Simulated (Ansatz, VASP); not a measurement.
**Two plane-wave programs on B**

The input INCAR:

```
SYSTEM = B
ALGO = Normal
EDIFF = 1E-6
ENCUT = 520
GGA = RE
ISIF = 2
ISMEAR = -1
LASPH = .TRUE.
LCHARG = .FALSE.
LREAL = .FALSE.
LWAVE = .FALSE.
NBANDS = 14
NELM = 80
PREC = Accurate
SIGMA = 0.1
```

Contents of KPOINTS:

```
k-points
0
G
  23 23 2
  0 0 0
```

POSCAR

```
B
1.0
    1.7226256347      0.0000000000      0.0000000000
   -0.8613128173      1.4918375609      0.0000000000
    0.0000000000      0.0000000000     21.7015576716
B
4
Direct
    1.0000000000      1.0000000000      0.0000000000
    1.0000000000      1.0000000000      0.5000000000
    0.3333333333      0.6666666667      0.2500000000
    0.6666666667      0.3333333333      0.7500000000
```

Input for Ansatz:

```yaml
crystal:
  lattice:
    - [1.7226256347, 0.0, 0.0]
    - [-0.8613128173, 1.4918375609, 0.0]
    - [0.0, 0.0, 21.7015576716]
  atoms:
    - { symbol: B, position: [1.0, 1.0, 0.0] }
    - { symbol: B, position: [1.0, 1.0, 0.5] }
    - { symbol: B, position: [0.3333333333, 0.6666666667, 0.25] }
    - { symbol: B, position: [0.6666666667, 0.3333333333, 0.75] }
hamiltonian:
  xc: revpbe
  pseudopotentials:
    kind: paw
    azcp:
      B: "pseudopotentials/B.paw.azcp"
basis:
  ecutwfc: 420
  fft_grid_basis: typed
kpoints:
  mp_grid: { grid: [23, 23, 2], shift: [0, 0, 0] }
magnetization:
  spin_polarized: false
scf:
  occupations: { method: fermi_dirac, width: 0.1 }
  lower_state_search: "off"
output:
  stress: true
```

Alike in both runs: task single point; functional revPBE; k mesh 23 × 23 × 2; occupations fermi-dirac, width 0.1 eV; no spin polarisation.

```csv
,VASP,Ansatz
version,VASP 6.6.1,Ansatz 0.2.0
potentials or method,"VASP PAW PBE potentials, release 64 (B), cutoff 520 eV","plane waves (420 eV) with PAW, scalar-relativistic"
valence electrons in the cell,12,12
```

```csv
,VASP,Ansatz,Ansatz less VASP
pressure (GPa),-1.2,-1.1,+0.11
"traceless stress, the component that is largest in VASP (GPa)",1.17,1.14,-0.028
```

VASP's potentials were made for PBE, not for revPBE.
